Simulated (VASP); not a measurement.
## ZrB: single point with PBE

Crystal: ZrB.

```
CELL_PARAMETERS angstrom
0.00000 2.41898 2.41898
2.41898 0.00000 2.41898
2.41898 2.41898 0.00000
ATOMIC_POSITIONS crystal
Zr 0.50000 0.50000 0.50000
B 0.00000 0.00000 0.00000
```

```yaml
Program: VASP 6.6.1
Task: single point
Functional: PBE
Potentials_or_basis: VASP PAW PBE potentials, release 64 (Zr_sv, B)
Cutoff: 520 eV
k_mesh: 12 × 12 × 12
Occupations: gaussian, width 0.05 eV
Spin: no spin polarisation
```

```yaml
Pressure: 7.2 GPa
Band_gap_on_the_k_mesh: zero (an odd number of electrons rules out a gap without spin polarisation)
```

Levels at points of the mesh, in eV from the Fermi level:
```tsv
k point	band 4	band 5	band 6	band 7	band 8	band 9	band 10	band 11	band 12	band 13
(0.00, 0.00, 0.00)	-25.10	-8.11	1.81	1.81	1.81	3.29	3.29	3.54	3.54	3.54
(0.50, 0.00, 0.00)	-25.16	-4.05	-3.88	-1.20	-1.20	5.06	5.06	6.41	7.70	11.81
(0.50, 0.50, 0.00)	-25.32	-6.18	-0.83	-0.68	2.18	2.18	4.79	6.03	6.03	9.09
```

Wall time 52 s on 1 thread of Intel Xeon 8259CL, on a shared host, peak memory 0.18 GiB.

Caveat: the cell stands under pressure.
